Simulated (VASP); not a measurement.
Ga3Mo: single point with PBE

The system is Ga3Mo.

```
CELL_PARAMETERS angstrom
4.03966 0.00000 0.00000
0.00000 4.03966 0.00000
0.00000 0.00000 4.03966
ATOMIC_POSITIONS crystal
Ga 0.00000 0.50000 0.50000
Ga 0.50000 0.00000 0.50000
Ga 0.50000 0.50000 0.00000
Mo 0.00000 0.00000 0.00000
```

| Item | Value |
| --- | --- |
| Program | VASP 6.6.1 |
| Task | single point |
| Functional | PBE |
| Potentials or basis | VASP PAW PBE potentials, release 64 (Ga_d, Mo_sv) |
| Cutoff | 520 eV |
| k mesh | 4 × 4 × 4 |
| Occupations | gaussian, width 0.1 eV |
| Spin | no spin polarisation |
| Dipole correction | no |
| Further INCAR settings | ALGO = Fast; EDIFF = 1e-06; NBANDS = 34 |

| Property | Result |
| --- | --- |
| Pressure | -5.5 GPa |

Levels at points of the mesh, in eV from the Fermi level:
| k point | band 24 | band 25 | band 26 | band 27 | band 28 | band 29 |
| --- | --- | --- | --- | --- | --- | --- |
| (0.00, 0.00, 0.00) | -2.32 | -2.32 | -0.55 | -0.55 | -0.55 | 2.35 |
| (0.50, 0.00, 0.00) | -2.89 | -1.34 | -0.48 | -0.18 | 1.20 | 1.20 |
| (0.50, 0.50, 0.00) | -2.20 | -2.20 | -0.04 | 0.14 | 0.23 | 1.76 |
| (0.50, 0.50, 0.50) | -3.44 | -3.44 | -3.44 | 0.19 | 0.19 | 1.31 |

Wall time 26 s on 1 thread of Intel(R) Xeon(R) Platinum 8488C (Sapphire Rapids) (shared host), peak memory 0.17 GiB.

Caveat: the k points lie up to 0.39 Å⁻¹ apart.
